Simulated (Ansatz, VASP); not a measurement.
**One calculation of MoS2, two programs**

The input INCAR:

```
ALGO = Normal
EDIFF = 1E-6
ENCUT = 520
GGA = PE
ISIF = 2
ISMEAR = 0
IVDW = 12
LASPH = T
LCHARG = T
LELF = T
LREAL = F
LVHAR = T
LWAVE = F
NBANDS = 20
NELM = 100
PREC = Accurate
SIGMA = 0.15
```

File KPOINTS:

```
k-points
0
Gamma
  15 15 15
```

POSCAR

```
MoS2
1.0
    1.5671157387      0.8731075793      5.9549887142
   -1.5671157387      0.8731075793      5.9549887142
    0.0000000000     -1.7462151586      5.9549887142
Mo S
1 2
Direct
    0.0000000000      0.0000000000      0.0000000000
    0.7812385173      0.7812385173      0.7066343087
    0.2187614827      0.2187614827      0.2933656913
```

Input for Ansatz:

```yaml
crystal:
  lattice:
    - [1.5671157387, 0.8731075793, 5.9549887142]
    - [-1.5671157387, 0.8731075793, 5.9549887142]
    - [0.0, -1.7462151586, 5.9549887142]
  atoms:
    - { symbol: Mo, position: [0.0, 0.0, 0.0] }
    - { symbol: S, position: [0.7812385173, 0.7812385173, 0.7066343087] }
    - { symbol: S, position: [0.2187614827, 0.2187614827, 0.2933656913] }
basis:
  ecutwfc: 420
kpoints:
  mp_grid: { grid: [15, 15, 15] }
hamiltonian:
  xc: pbe
  pseudopotentials: { kind: paw, azcp: { folder: soft_1 } }
  dispersion: d3bj
scf:
  occupations: { method: gaussian, width: 0.15 }
output:
  forces: true
  stress: true
  eigenvalues: true
```

Change from the starting cell: mode 7 frozen in at +0.135 Å, normal strain along y -0.0350.

Alike in both runs: task single point; functional PBE; dispersion D3(BJ); k mesh 15 × 15 × 15; occupations gaussian, width 0.15 eV; no spin polarisation.

```csv
,VASP,Ansatz
version,VASP 6.6.1,Ansatz 0.2.0
potentials or method,"VASP PAW PBE potentials, release 64 (Mo_sv, S), cutoff 520 eV","scalar-relativistic, plane waves, PAW"
valence electrons in the cell,26,26
```

Ansatz gave:

- gap on the k mesh at the Fermi level (eV): none
- pressure (GPa): 7.7
- traceless stress, the component that is largest in VASP (GPa): -15.31
- rms of the force components (eV/Å): 0.818

Question: Estimate VASP's values.

Answer: gap on the k mesh at the Fermi level (eV): none; pressure (GPa): 7.5; traceless stress, the component that is largest in VASP (GPa): -15.22; rms of the force components (eV/Å): 0.811.

Atom by atom the forces differ by 0.009 eV/Å (rms over components). A gap of «none» marks a metal or a gap that the smearing closes.
